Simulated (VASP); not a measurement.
The system is Ni.

```
CELL_PARAMETERS angstrom
3.52387 0.00000 0.00000
0.00000 3.52387 0.00000
0.00000 0.00000 3.52387
ATOMIC_POSITIONS crystal
Ni 0.00000 0.00000 0.00000
Ni 0.50000 0.50000 0.00000
Ni 0.50000 0.00000 0.50000
Ni 0.00000 0.50000 0.50000
```

Base run:

- Program: VASP 6.6.1
- Functional: LDA
- Potentials or basis: VASP PAW LDA potentials, release 64 (Ni)
- Cutoff: 520 eV
- k mesh: 9 × 9 × 9
- Occupations: fermi-dirac, width 0.1 eV
- Spin: collinear spin, antiferromagnetic start
- Starting moments: [0.6, 0.6, -0.6, -0.6] μB

Its results: pressure -18.1 GPa; net moment 0.00 μB per cell.

Q: The run is repeated on the same cell with these changes: spin from collinear spin, antiferromagnetic start to collinear spin, ferrimagnetic start; moments at the start from [0.6, 0.6, -0.6, -0.6] to [0.6, 0.6, 0.6, -0.6]. What comes out?

A: Pressure -17.4 GPa; net moment 2.31 μB per cell; site moments Ni +0.58 μB.

Caveats: the cell stands under tension; the moments typed at the start vanished in this run (at least some runs).
